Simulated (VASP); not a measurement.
Runs of VASP 6.6.1 on TiAl. The structure is that of space group P4/mmm (No. 123), or close to it. The cells are those of the table. 

```tsv
task	cell	cutoff (eV)	smearing	gap on the mesh (eV)	pressure (GPa)	relaxed volume (Å³/atom)
single point	a = 2.827, b = 2.827, c = 4.071 Å, 2 atoms	520	fermi-dirac 0.15 eV	none	0.0	-
relaxation of cell and atoms	relaxed from a = 2.825, b = 2.825, c = 4.065 Å, 2 atoms	600	fermi-dirac 0.15 eV	none	0.0	(a)
relaxation of cell and atoms	relaxed from a = 2.811, b = 2.811, c = 4.066 Å, 2 atoms	600	gaussian 0.1 eV	none	0.0	16.23
single point	a = 2.825, b = 2.825, c = 4.065 Å, 2 atoms	520	gaussian 0.1 eV	none	0.0	-
```

Alike in all rows: level PBE; potentials or basis VASP PAW PBE potentials, release 64 (Ti_sv, Al); no spin polarisation; k mesh 12 × 12 × 10.

Estimate the missing entries.

(a) 16.26.

A gap of «none» marks levels without a gap at the run's occupations.
